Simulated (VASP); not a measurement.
The system is Fe.

```xyz
1
Lattice="0.0000 1.9417 1.9651 1.4984 0.0000 1.9651 1.4984 1.9417 0.0000" Properties=species:S:1:pos:R:3 pbc="T T T"
Fe    0.0000    0.0000    0.0000
```

| Property | Result |
| --- | --- |
| Program | VASP 6.6.1 |
| Task | relaxation of cell and atoms |
| Functional | LDA |
| Potentials or basis | VASP PAW LDA potentials, release 64 (Fe) |
| Cutoff | 600 eV |
| k mesh | 13 × 13 × 13 |
| Occupations | fermi-dirac, width 0.05 eV |
| Spin | collinear spin, ferromagnetic start |
| Starting moments | [3.0] μB |

At the start: pressure -19.5 GPa; volume 11.44 Å³/atom.

Task: Where does the relaxation end?

Result: Over 10 steps the energy falls by 92.5 meV/atom and the volume is 10.38 Å³/atom (-9.2 %); space group I4/mmm (No. 139, to 0.1 Å) before, Im-3m (No. 229, to 0.1 Å); moment 1.98 μB per cell.

The path:
```
step  energy change (eV)  largest force (eV/Å)  pressure (GPa)  volume (Å³)
   1              0.0000                0.0000          -19.52        11.44
   2              0.0270                0.0000           35.89         9.28
   3             -0.0786                0.0000            0.41        10.36
   4             -0.0786                0.0000            0.88        10.33
   5             -0.0879                0.0000            1.13        10.33
   6             -0.0918                0.0000            1.51        10.32
   7             -0.0919                0.0000            1.52        10.32
   8             -0.0916                0.0000           -2.56        10.49
   9             -0.0924                0.0000           -0.31        10.39
  10             -0.0925                0.0000            0.05        10.38
```

Final structure:
```
Fe
1.0
     0.00000    1.94274    1.94358
     1.37437    0.00000    1.94358
     1.37437    1.94274    0.00000
Fe
1
Direct
  0.00000 0.00000 0.00000
```
